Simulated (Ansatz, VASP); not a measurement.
# AlN in VASP and in Ansatz

File POSCAR:

```
AlN
1.0
    0.0000000000      2.1839935596      2.1839935596
    2.1839935596      0.0000000000      2.1839935596
    2.1839935596      2.1839935596      0.0000000000
Al N
1 1
Direct
   -0.0161883898      0.0161883898      0.0000000000
    0.7500000000      0.7500000000      0.7500000000
```

File INCAR.step1:

```
PREC = Accurate
ENCUT = 520
ISMEAR = 0
SIGMA = 0.05
LREAL = False
LASPH = True
NELM = 60
NBANDS = 11
GGA = PE
ALGO = Normal
EDIFF = 1E-4
LWAVE = True
LCHARG = False
```

File INCAR.step2:

```
PREC = Accurate
ENCUT = 520
EDIFF = 1E-6
ISMEAR = 0
SIGMA = 0.05
LREAL = False
LASPH = True
NELM = 60
ALGO = Normal
ISIF = 2
LWAVE = False
LCHARG = False
METAGGA = R2SCAN
LMIXTAU = True
NBANDS = 11
ISTART = 1
```

The input KPOINTS:

```
regular mesh
0
Gamma
  10 10 10
```

Input for Ansatz:

```yaml
crystal:
  lattice:
    - [0.0, 2.1839935596, 2.1839935596]
    - [2.1839935596, 0.0, 2.1839935596]
    - [2.1839935596, 2.1839935596, 0.0]
  atoms:
    - { symbol: Al, position: [-0.0161883898, 0.0161883898, 0.0] }
    - { symbol: "N", position: [0.75, 0.75, 0.75] }
basis:
  ecutwfc: 500
kpoints:
  mp_grid: { grid: [10, 10, 10] }
hamiltonian:
  xc: r2scan
scf:
  occupations: { method: gaussian, width: 0.05 }
output:
  forces: true
  stress: true
  eigenvalues: true
```

Change from the starting cell: all Al atoms moved +0.050 Å, as atom 1 along Cartesian [1 -1 0].

Alike in both runs: task single point; functional r2SCAN; k mesh 10 × 10 × 10; occupations gaussian, width 0.05 eV; no spin polarisation.

|  | VASP | Ansatz |
| --- | --- | --- |
| version | VASP 6.6.1 | Ansatz 0.2.0 |
| potentials or method | VASP PAW PBE potentials, release 64 (Al, N), cutoff 520 eV | scalar-relativistic, plane waves, PAW |
| valence electrons in the cell | 8 | 8 |

```csv
,VASP,Ansatz,Ansatz less VASP
gap on the k mesh at the Fermi level (eV),3.80,3.80,+0.007
least direct gap on the mesh (eV),4.75,4.71,-0.039
pressure (GPa),0.2,0.6,+0.39
"traceless stress, the component that is largest in VASP (GPa)",-2.42,-2.37,+0.051
rms of the force components (eV/Å),0.441,0.437,-0.0049
```

VASP's potentials were made for PBE, not for r2SCAN. Atom by atom the forces differ by 0.005 eV/Å (rms over components).
